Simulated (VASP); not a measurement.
# Mg3ZrN2 (P-4m2) in VASP: single point with PBE

Aim: the single point of Mg3ZrN2 with PBE.

Everything below comes from runs of VASP 6.6.1. Logs are shortened: lines on timing, memory, paths and dates and some standing lists are left out, and cuts for length are marked.

## (1) The cell of the first run

It takes space group P-4m2 (No. 115, tetragonal). Conventional cell: a = 4.106 Å, b = 4.106 Å, c = 6.757 Å, α = 90.00°, β = 90.00°, γ = 90.00°. Within 3.8 Å of Mg (site symmetry -4m2) lie 6 Mg at 2.90 to 3.38 Å and 4 N at 3.46 Å. Within 3.8 Å of Mg (site symmetry -4m2) lie 4 Mg at 2.90 Å and 2 Zr at 3.38 Å and 4 N at 3.46 Å. Within 2.8 Å of Mg (site symmetry -4m2) lie 4 N at 2.14 Å. Zr (site symmetry -4m2) has 4 N at 2.14 Å within 2.8 Å. Within 2.8 Å of N (site symmetry 2mm) lie 2 Mg at 2.14 Å and 2 Zr at 2.14 Å.

## (2) Single point, PBE

INCAR

```
SYSTEM = Mg3ZrN2
PREC     = Accurate       ! precision mode
ENCUT    = 600            ! plane-wave cutoff, eV
EDIFF    = 1E-6           ! SCF threshold, eV
ISMEAR   = 0              ! smearing method
SIGMA    = 0.2            ! smearing width, eV
LREAL    = .FALSE.        ! projectors in reciprocal space
LASPH    = .TRUE.         ! aspherical terms in the spheres
NELM     = 120            ! most SCF steps
ALGO     = Normal         ! electronic algorithm
ISIF     = 2              ! what is computed and relaxed
LWAVE    = .FALSE.        ! write WAVECAR
LCHARG   = .FALSE.        ! write CHGCAR
GGA      = PE             ! functional
NBANDS   = 23             ! bands
GGA_COMPAT= .FALSE.
```

KPOINTS

```
Automatic mesh
0
G
  4 4 3
  0 0 0
```

POSCAR

```
Mg3ZrN2
1.0
    4.1058456672      0.0000000000      0.0000000000
    0.0000000000      4.1058456672      0.0000000000
    0.0000000000      0.0000000000      6.7572876539
Mg Zr N
3 1 2
Direct
    0.5000000000      0.5000000000      0.0000000000
    0.0000000000      0.0000000000      0.0000000000
    0.5000000000      0.5000000000      0.5000000000
    0.0000000000      0.0000000000      0.5000000000
    0.0000000000      0.5000000000      0.4121192445
    0.5000000000      0.0000000000      0.5878807555
```

Potentials or basis: VASP PAW PBE potentials, release 64 (Mg, Zr_sv, N).

Command:

```
> cat potpaw_PBE.64/Mg/POTCAR potpaw_PBE.64/Zr_sv/POTCAR potpaw_PBE.64/N/POTCAR > POTCAR
> mpirun -np 1 vasp_std > vasp.out
```

OUTCAR:

```text
SYSTEM = Mg3ZrN2
   PREC = Accurate
   ENCUT = 600
   EDIFF = 1E-6
   ISMEAR = 0
   LREAL = .FALSE.
   LASPH = .TRUE.
   NELM = 120
   ISIF = 2
   GGA = PE

 ion  position               nearest neighbor table
   1  0.500  0.500  0.000-   2 2.90   2 2.90   2 2.90   2 2.90   3 3.38   3 3.38
   2  0.000  0.000  0.000-   1 2.90   1 2.90   1 2.90   1 2.90   4 3.38   4 3.38
   3  0.500  0.500  0.500-   5 2.14   6 2.14   6 2.14   5 2.14   4 2.90   4 2.90   4 2.90   4 2.90
                             1 3.38   1 3.38
   4  0.000  0.000  0.500-   5 2.14   6 2.14   5 2.14   6 2.14   3 2.90   3 2.90   3 2.90   3 2.90
                             2 3.38   2 3.38
   5  0.000  0.500  0.412-   3 2.14   4 2.14   4 2.14   3 2.14
   6  0.500  0.000  0.588-   3 2.14   4 2.14   3 2.14   4 2.14

  LATTYP: Found a simple tetragonal cell.
 ALAT       =     4.1058456672
 C/A-ratio  =     1.6457724429

  Lattice vectors:

 A1 = (   4.1058456672,   0.0000000000,   0.0000000000)
 A2 = (   0.0000000000,   4.1058456672,   0.0000000000)
 A3 = (   0.0000000000,   0.0000000000,   6.7572876539)

Analysis of symmetry for initial positions (statically):
=====================================================================
 Subroutine PRICEL returns:
 Original cell was already a primitive cell.

 Routine SETGRP: Setting up the symmetry group for a
 simple tetragonal supercell.

 Subroutine GETGRP returns: Found  8 space group operations
 (whereof  8 operations were pure point group operations)
 out of a pool of 16 trial point group operations.

The static configuration has the point symmetry D_2d.

Analysis of symmetry for dynamics (positions and initial velocities):
=====================================================================
 Subroutine PRICEL returns:
 Original cell was already a primitive cell.

 Routine SETGRP: Setting up the symmetry group for a
 simple tetragonal supercell.

 Subroutine GETGRP returns: Found  8 space group operations
 (whereof  8 operations were pure point group operations)
 out of a pool of 16 trial point group operations.

The dynamic configuration has the point symmetry D_2d.

 Subroutine INISYM returns: Found  8 space group operations
 (whereof  8 operations are pure point group operations),
 and found     1 'primitive' translations

----------------------------------------------------------------------------------------

                                     Primitive cell

  volume of cell :     113.9141

  direct lattice vectors                    reciprocal lattice vectors
     4.105845667  0.000000000  0.000000000     0.243555185  0.000000000  0.000000000
     0.000000000  4.105845667  0.000000000     0.000000000  0.243555185  0.000000000
     0.000000000  0.000000000  6.757287654     0.000000000  0.000000000  0.147988372

  length of vectors
     4.105845667  4.105845667  6.757287654     0.243555185  0.243555185  0.147988372

  position of ions in fractional coordinates (direct lattice)
     0.500000000  0.500000000  0.000000000
     0.000000000  0.000000000  0.000000000
     0.500000000  0.500000000  0.500000000
     0.000000000  0.000000000  0.500000000
     0.000000000  0.500000000  0.412119244
     0.500000000  0.000000000  0.587880756

  ion indices of the primitive-cell ions
   primitive index   ion index
                 1           1
                 2           2
                 3           3
                 4           4
                 5           5
                 6           6

----------------------------------------------------------------------------------------

 KPOINTS: Automatic mesh

Automatic generation of k-mesh.
 Grid dimensions read from file:
 generate k-points for:    4    4    3

 Generating k-lattice:

  Cartesian coordinates                     Fractional coordinates (reciprocal lattice)
     0.060888796  0.000000000  0.000000000     0.250000000  0.000000000  0.000000000
     0.000000000  0.060888796  0.000000000     0.000000000  0.250000000  0.000000000
     0.000000000  0.000000000  0.049329457     0.000000000  0.000000000  0.333333333

  Length of vectors
     0.060888796  0.060888796  0.049329457

  Shift w.r.t. Gamma in fractional coordinates (k-lattice)
     0.000000000  0.000000000  0.000000000

 Subroutine IBZKPT returns following result:
 ===========================================

 Found     12 irreducible k-points:

 Following reciprocal coordinates:
            Coordinates               Weight
  0.000000  0.000000  0.000000      1.000000
  0.250000  0.000000  0.000000      4.000000
  0.500000  0.000000  0.000000      2.000000
  0.250000  0.250000  0.000000      4.000000
  0.500000  0.250000  0.000000      4.000000
  0.500000  0.500000  0.000000      1.000000
  0.000000  0.000000  0.333333      2.000000
  0.250000  0.000000  0.333333      8.000000
  0.500000  0.000000  0.333333      4.000000
  0.250000  0.250000  0.333333      8.000000
  0.500000  0.250000  0.333333      8.000000
  0.500000  0.500000  0.333333      2.000000
   k-points           NKPTS =     12   k-points in BZ     NKDIM =     12   number of bands    NBANDS=     23
   number of dos      NEDOS =    301   number of ions     NIONS =      6
   total plane-waves  NPLWV =  69984
   dimension x,y,z NGX =    36 NGY =   36 NGZ =   54
   dimension x,y,z NGXF=    72 NGYF=   72 NGZF=  108
   ions per type =               3   1   2
   NGX,Y,Z   is equivalent  to a cutoff of  14.58, 14.58, 13.29 a.u.
   NGXF,Y,Z  is equivalent  to a cutoff of  29.15, 29.15, 26.57 a.u.
 SYSTEM =  Mg3ZrN2
   PREC   = accura    normal or accurate (medium, high low for compatibility)
   ISTART =      0    job   : 0-new  1-cont  2-samecut
   ICHARG =      2    charge: 1-file 2-atom 10-const
   ISPIN  =      1    spin polarized calculation?
   LNONCOLLINEAR =      F non collinear calculations
   LSORBIT =      F    spin-orbit coupling
   LASPH  =      T    aspherical Exc in radial PAW
   ENCUT  =  600.0 eV  44.10 Ry    6.64 a.u.   8.20  8.20 13.50*2*pi/ulx,y,z
   NELM   =    120;   NELMIN=  2; NELMDL= -5     # of ELM steps
   EDIFF  = 0.1E-05   stopping-criterion for ELM
   LREAL  =      F    real-space projection
   EDIFFG = 0.1E-04   stopping-criterion for IOM
   NSW    =      0    number of steps for IOM
   IBRION =     -1    ionic relax: 0-MD 1-quasi-New 2-CG
   NFREE  =      0    steps in history (QN), initial steepest desc. (CG)
   ISIF   =      2    stress and relaxation
   ISYM   =      2    0-nonsym 1-usesym 2-fastsym
   POTIM  = 0.5000    time-step for ionic-motion
   TEBEG  =    0.0;   TEEND  =   0.0 temperature during run
   PSTRESS=    0.0 pullay stress
   NELECT =      28.0000    total number of electrons
   NUPDOWN=      -1.0000    fix difference up-down
   EMIN   =  10.00;   EMAX   =-10.00  energy-range for DOS
   EFERMI =   0.00;   METHOD = LEGACY
   ISMEAR =     0;   SIGMA  =   0.20  broadening in eV -4-tet -1-fermi 0-gaus
   EFERMI_NEDOS =   21; number of points for ismear=-14 and -15
   IALGO  =     38    algorithm
   IMIX   =      4    mixing-type and parameters
     AMIX     =   0.40;   BMIX     =  1.00
     AMIX_MAG =   1.60;   BMIX_MAG =  1.00
  volume/ion in A,a.u.               =      18.99       128.12
  Fermi-wavevector in a.u.,A,eV,Ry     =   1.025498  1.937911 14.308524  1.051647
  Thomas-Fermi vector in A             =   2.159342
   LORBIT       =      0    0 simple, 1 ext, 2 COOP (PROOUT), +10 PAW based schemes
   GGA     = PE    functional components
   LHFCALC =     F    Hartree Fock is set to
   AEXX    =    0.0000 exact exchange contribution
   IVDW    =     0    specifies the selected vdW correction
   LEPSILON=     F    determine dielectric tensor
   LRPA    =     F    only Hartree local field effects (RPA)
 non-spin polarized calculation
 Gauss-broadening in eV      SIGMA  =   0.20
  energy-cutoff  :      600.00
  volume of cell :      113.91
 maximum number of plane-waves:      3823
 NGX is ok and might be reduce to    36
   NGX = 17   NGY = 17   NGZ = 27

 number of electron      28.0000000 magnetization

 Free energy of the ion-electron system (eV)
  ---------------------------------------------------
  ext. energy  EPLUGINS =         0.00000000
  ---------------------------------------------------
  free energy    TOTEN  =       -31.65635597 eV

  energy without entropy =      -31.62893409  energy(sigma->0) =      -31.64264503

 E-fermi :   3.7339     XC(G=0):  -9.0515

 val. band max:        3.6487789035   @ k =   0.5000   0.5000   0.3333
 cond. band min:       3.9117401172   @ k =   0.2500   0.2500   0.0000
 fundamental gap:      0.2629612138
 Fermi energy:         3.7338616893

 k-point     1 :       0.0000    0.0000    0.0000
  band No.  band energies     occupation
      1     -45.2260      2.00000
      2     -23.3940      2.00000
      3     -23.3423      2.00000
      4     -23.3423      2.00000
      5     -10.4750      2.00000
      6      -9.7471      2.00000
[... 15 lines left out ...]
     22       7.7649      0.00000
     23       9.4584      0.00000

 k-point     2 :       0.2500    0.0000    0.0000
  band No.  band energies     occupation
      1     -45.2243      2.00000
      2     -23.4183      2.00000
      3     -23.3870      2.00000
      4     -23.3395      2.00000
      5     -10.1892      2.00000
      6      -9.5304      2.00000
[... 15 lines left out ...]
     22       8.1580      0.00000
     23       9.6393      0.00000

 k-point     3 :       0.5000    0.0000    0.0000
  band No.  band energies     occupation
      1     -45.2227      2.00000
      2     -23.4871      2.00000
      3     -23.3855      2.00000
      4     -23.3366      2.00000
      5      -9.9937      2.00000
      6      -9.1761      2.00000
[... 15 lines left out ...]
     22       8.6764      0.00000
     23       8.6832      0.00000

 k-point     4 :       0.2500    0.2500    0.0000
  band No.  band energies     occupation
      1     -45.2227      2.00000
      2     -23.4150      2.00000
      3     -23.4129      2.00000
      4     -23.3802      2.00000
      5      -9.8019      2.00000
      6      -9.4093      2.00000
[... 15 lines left out ...]
     22       8.6440      0.00000
     23       8.8526      0.00000

 k-point     5 :       0.5000    0.2500    0.0000
  band No.  band energies     occupation
      1     -45.2211      2.00000
      2     -23.4814      2.00000
      3     -23.4097      2.00000
      4     -23.3785      2.00000
      5      -9.5425      2.00000
      6      -9.1107      2.00000
[... 15 lines left out ...]
     22       7.9883      0.00000
     23       9.7494      0.00000

 k-point     6 :       0.5000    0.5000    0.0000
  band No.  band energies     occupation
      1     -45.2196      2.00000
      2     -23.4756      2.00000
      3     -23.4756      2.00000
      4     -23.3770      2.00000
      5      -9.0418      2.00000
      6      -9.0418      2.00000
[... 15 lines left out ...]
     22       8.7496      0.00000
     23       9.5673      0.00000

 k-point     7 :       0.0000    0.0000    0.3333
  band No.  band energies     occupation
      1     -45.2260      2.00000
      2     -23.3941      2.00000
      3     -23.3423      2.00000
      4     -23.3423      2.00000
      5     -10.4710      2.00000
      6      -9.7495      2.00000
[... 15 lines left out ...]
     22       8.1868      0.00000
     23       8.5007      0.00000

 k-point     8 :       0.2500    0.0000    0.3333
  band No.  band energies     occupation
      1     -45.2243      2.00000
      2     -23.4184      2.00000
      3     -23.3871      2.00000
      4     -23.3395      2.00000
      5     -10.1865      2.00000
      6      -9.5316      2.00000
[... 15 lines left out ...]
     22       8.3392      0.00000
     23       9.7238      0.00000

 k-point     9 :       0.5000    0.0000    0.3333
  band No.  band energies     occupation
      1     -45.2227      2.00000
      2     -23.4871      2.00000
      3     -23.3856      2.00000
      4     -23.3366      2.00000
      5      -9.9929      2.00000
      6      -9.1754      2.00000
[... 15 lines left out ...]
     22       8.6433      0.00000
     23       8.8765      0.00000

 k-point    10 :       0.2500    0.2500    0.3333
  band No.  band energies     occupation
      1     -45.2227      2.00000
      2     -23.4150      2.00000
      3     -23.4129      2.00000
      4     -23.3802      2.00000
      5      -9.7993      2.00000
      6      -9.4105      2.00000
[... 15 lines left out ...]
     22       8.5687      0.00000
     23       9.3937      0.00000

 k-point    11 :       0.5000    0.2500    0.3333
  band No.  band energies     occupation
      1     -45.2211      2.00000
      2     -23.4813      2.00000
      3     -23.4097      2.00000
      4     -23.3786      2.00000
      5      -9.5419      2.00000
      6      -9.1102      2.00000
[... 15 lines left out ...]
     22       8.3025      0.00000
     23       9.6314      0.00000

 k-point    12 :       0.5000    0.5000    0.3333
  band No.  band energies     occupation
      1     -45.2196      2.00000
      2     -23.4756      2.00000
      3     -23.4756      2.00000
      4     -23.3771      2.00000
      5      -9.0415      2.00000
      6      -9.0415      2.00000
[... 15 lines left out ...]
     22       8.9499      0.00000
     23       9.1497      0.00000

------------------------ aborting loop because EDIFF is reached ----------------------------------------

  FORCE on cell =-STRESS in cart. coord.  units (eV):
  Direction    XX          YY          ZZ          XY          YZ          ZX
  --------------------------------------------------------------------------------------
  -------------------------------------------------------------------------------------
  Total        0.0276970      0.0276970     -0.1103336      0.0000000      0.0000000      0.0000000
  in kB        0.3895525      0.3895525     -1.5518175      0.0000000      0.0000000      0.0000000
  external PRESSURE =      -0.2575709 kB  Pullay stress =       0.0000000 kB

 VOLUME and BASIS-vectors are now :
 -----------------------------------------------------------------------------
  energy-cutoff  :      600.00
  volume of cell :      113.91
      direct lattice vectors                 reciprocal lattice vectors
     4.105845667  0.000000000  0.000000000     0.243555185  0.000000000  0.000000000
     0.000000000  4.105845667  0.000000000     0.000000000  0.243555185  0.000000000
     0.000000000  0.000000000  6.757287654     0.000000000  0.000000000  0.147988372

 POSITION                                       TOTAL-FORCE (eV/Angst)
 -----------------------------------------------------------------------------------
      2.05292      2.05292      0.00000        -0.000000     -0.000000      0.000000
      0.00000      0.00000      0.00000        -0.000000     -0.000000      0.000000
      2.05292      2.05292      3.37864        -0.000000      0.000000      0.000000
      0.00000      0.00000      3.37864        -0.000000     -0.000000      0.000000
      0.00000      2.05292      2.78481        -0.000000     -0.000000      0.056170
      2.05292      0.00000      3.97248         0.000000     -0.000000     -0.056170
 -----------------------------------------------------------------------------------
    total drift:                                0.000000     -0.000000     -0.000000

  FREE ENERGIE OF THE ION-ELECTRON SYSTEM (eV)
  ---------------------------------------------------
  free  energy   TOTEN  =       -31.6563559730 eV

  energy  without entropy=      -31.6289340880  energy(sigma->0) =      -31.64264503
```

It took 32 s on 1 thread of Intel Xeon 6975P-C (Granite Rapids), shared host; peak memory 0.26 GiB.

Results:

```
Free energy            : -31.6564 eV
Pressure               : 0.0 GPa
Largest force          : 0.056 eV/Å
Band gap on the k mesh : zero (band 14 reaches 4.81 eV, above the bottom of band 15 at 2.86 eV)
```

Forces on the atoms (eV/Å):
```
Mg   0.000  0.000  0.000
Mg   0.000  0.000  0.000
Mg   0.000  0.000  0.000
Zr   0.000  0.000  0.000
N    0.000  0.000  0.056
N    0.000  0.000 -0.056
```

Stress tensor (GPa, compression positive):
```
 0.04  0.00  0.00
 0.00  0.04  0.00
 0.00  0.00 -0.16
```

Caveat: the k points lie up to 0.38 Å⁻¹ apart.
